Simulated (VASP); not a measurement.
A run of VASP 6.6.1 is set up as follows.

Contents of INCAR:

```
SYSTEM = HfB2
PREC     = Accurate       ! precision mode
ENCUT    = 520            ! plane-wave cutoff, eV
EDIFF    = 1E-6           ! SCF threshold, eV
ISMEAR   = 1              ! smearing method
SIGMA    = 0.1            ! smearing width, eV
LREAL    = .False.        ! projectors in reciprocal space
LASPH    = .True.         ! aspherical terms in the spheres
NELM     = 60             ! most SCF steps
ALGO     = Normal         ! electronic algorithm
ISIF     = 2              ! what is computed and relaxed
LWAVE    = .False.        ! write WAVECAR
LCHARG   = .True.         ! write CHGCAR
GGA      = PS             ! functional
LELF     = .True.         ! ELF
LVHAR    = .True.       
NBANDS   = 15             ! bands
```

The input KPOINTS:

```
Automatic mesh
0
Gamma
  11 11 9
  0 0 0
```

File POSCAR:

```
HfB2
1.0
    3.1400000000      0.0000000000      0.0000000000
   -1.5700000000      2.7193197700      0.0000000000
    0.0000000000      0.0000000000      3.4800000000
Hf B
1 2
Direct
    0.0000000000      0.0000000000      0.0000000000
    0.3333333300      0.6666666700      0.5000000000
    0.6666666700      0.3333333300      0.5000000000
```

Potentials or basis: VASP PAW PBE potentials, release 64 (Hf_pv, B).

Launch:

```sh
$ cat potpaw_PBE.64/Hf_pv/POTCAR potpaw_PBE.64/B/POTCAR > POTCAR
$ mpirun -np 1 vasp_std > vasp.out
```

Q: What does it give for the pressure?

A: -4.5 GPa.

Q: Predict the band gap on the k mesh.

A: Zero (band 8 reaches 8.32 eV, above the bottom of band 9 at 7.03 eV).

Stress tensor (GPa, compression positive):
```
-4.12  0.00  0.00
 0.00 -4.12  0.00
 0.00  0.00 -5.26
```

Caveat: the PAW data sets were made with another functional, which shifts forces and pressure a little; spin-orbit coupling is left out, which moves the levels of the heavy elements.
